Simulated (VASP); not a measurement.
Input of a VASP 6.6.1 run:

The input INCAR:

```
SYSTEM = SiW9
PREC = Accurate
ENCUT = 520
EDIFF = 1E-6
ISMEAR = 0
SIGMA = 0.1
LREAL = .False.
LASPH = .True.
NELM = 100
ALGO = Normal
ISIF = 2
LWAVE = .False.
LCHARG = .True.
LDIPOL = .True.
IDIPOL = 3
DIPOL = 0.5 0.5 0.483
GGA = PS
LELF = .True.
LVHAR = .True.
LVACPOTAV = .True.
NBANDS = 76
```

The input KPOINTS:

```
regular mesh
0
Gamma
  9 9 1
  0 0 0
```

Contents of POSCAR:

```
SiW9
1.0
    4.4609390841      0.0000000000      0.0000000000
   -2.2304695421      3.8632865716      0.0000000000
    0.0000000000      0.0000000000     26.2846830198
W Si
9 1
Direct
    0.6666666667      0.3333333333      0.3233822525
    0.3333333333      0.6666666667      0.3580254466
    0.0000000000      0.0000000000      0.3926686408
    0.6666666667      0.3333333333      0.4273118349
    0.3333333333      0.6666666667      0.4616606170
    0.0000000000      0.0000000000      0.4949405940
    0.6666666667      0.3333333333      0.5330808603
    0.3333333333      0.6666666667      0.5662499438
    0.0000000000      0.0000000000      0.5913746377
    0.0000000000      0.0000000000      0.6840079388
```

Potentials or basis: VASP PAW PBE potentials, release 64 (W_sv, Si).

The run is started by

```bash
$ cat potpaw_PBE.64/W_sv/POTCAR potpaw_PBE.64/Si/POTCAR > POTCAR
$ mpirun -np 1 vasp_std > vasp.out
```

Q: What does it give for the largest force?

A: 2.592 eV/Å.

Q: Predict the band gap on the k mesh.

A: Zero (bands 65 and 66 overlap by 0.22 eV).

Forces on the atoms (eV/Å):
```
W    0.000  0.000  2.592
W    0.000  0.000 -0.120
W    0.000  0.000 -1.114
W    0.000  0.000 -1.448
W    0.000  0.000  0.003
W    0.000  0.000 -0.025
W    0.000  0.000 -0.006
W    0.000  0.000  0.046
W    0.000  0.000  0.054
Si   0.000  0.000  0.019
```

Caveat: the PAW data sets were made with another functional, which shifts forces and pressure a little; spin-orbit coupling is left out, which moves the levels of the heavy elements.
